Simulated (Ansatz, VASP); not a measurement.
ZnInGaO4: VASP beside Ansatz

INCAR

```
SYSTEM = ZnInGaO4
PREC     = Accurate       ! precision mode
ENCUT    = 520            ! plane-wave cutoff, eV
EDIFF    = 1E-6           ! SCF threshold, eV
ISMEAR   = 0              ! smearing method
SIGMA    = 0.1            ! smearing width, eV
LREAL    = .False.        ! projectors in reciprocal space
LASPH    = .True.         ! aspherical terms in the spheres
NELM     = 100            ! most SCF steps
ALGO     = Normal         ! electronic algorithm
ISIF     = 2              ! what is computed and relaxed
LWAVE    = .False.        ! write WAVECAR
LCHARG   = .False.        ! write CHGCAR
GGA      = CA             ! functional
NBANDS   = 40             ! bands
```

The input KPOINTS:

```
regular mesh
0
Gamma
  6 6 6
  0 0 0
```

POSCAR

```
ZnInGaO4
1.0
    1.6803268679      0.9701371695      8.7134054620
   -1.6803268679      0.9701371695      8.7134054620
    0.0000000000     -1.9402743390      8.7134054620
Zn In Ga O
1 1 1 4
Direct
    0.2183820000      0.2183820000      0.2183820000
    0.0027680000      0.0027680000      0.0027680000
    0.7870340000      0.7870340000      0.7870340000
    0.2951430000      0.2951430000      0.2951430000
    0.7113580000      0.7113580000      0.7113580000
    0.1217170000      0.1217170000      0.1217170000
    0.8635990000      0.8635990000      0.8635990000
```

Input for Ansatz:

```yaml
crystal:
  lattice:
    - [1.6803268679, 0.9701371695, 8.713405462]
    - [-1.6803268679, 0.9701371695, 8.713405462]
    - [0.0, -1.940274339, 8.713405462]
  atoms:
    - { symbol: Zn, position: [0.218382, 0.218382, 0.218382] }
    - { symbol: In, position: [0.002768, 0.002768, 0.002768] }
    - { symbol: Ga, position: [0.787034, 0.787034, 0.787034] }
    - { symbol: O, position: [0.295143, 0.295143, 0.295143] }
    - { symbol: O, position: [0.711358, 0.711358, 0.711358] }
    - { symbol: O, position: [0.121717, 0.121717, 0.121717] }
    - { symbol: O, position: [0.863599, 0.863599, 0.863599] }
basis:
  ecutwfc: 420
kpoints:
  mp_grid: { grid: [6, 6, 6] }
hamiltonian:
  xc: lda
scf:
  occupations: { method: gaussian, width: 0.1 }
output:
  forces: true
  stress: true
  eigenvalues: true
```

Alike in both runs: task single point; functional LDA; k mesh 6 × 6 × 6; occupations gaussian, width 0.1 eV; no spin polarisation.

|  | VASP | Ansatz |
| --- | --- | --- |
| version | VASP 6.6.1 | Ansatz 0.2.0 |
| potentials or method | VASP PAW LDA potentials, release 64 (Zn, In_d, Ga_d, O), cutoff 520 eV | scalar-relativistic, plane waves, PAW |
| valence electrons in the cell | 62 | 62 |

```csv
,VASP,Ansatz,Ansatz less VASP
gap on the k mesh at the Fermi level (eV),0.99,0.98,-0.010
least direct gap on the mesh (eV),0.99,0.98,-0.010
pressure (GPa),-11.0,-11.9,-0.90
rms of the force components (eV/Å),0.035,0.033,-0.0012
```

LDA's correlation is that of Perdew and Zunger in VASP and of Perdew and Wang (1992) in Ansatz. Atom by atom the forces differ by 0.008 eV/Å (rms over components).
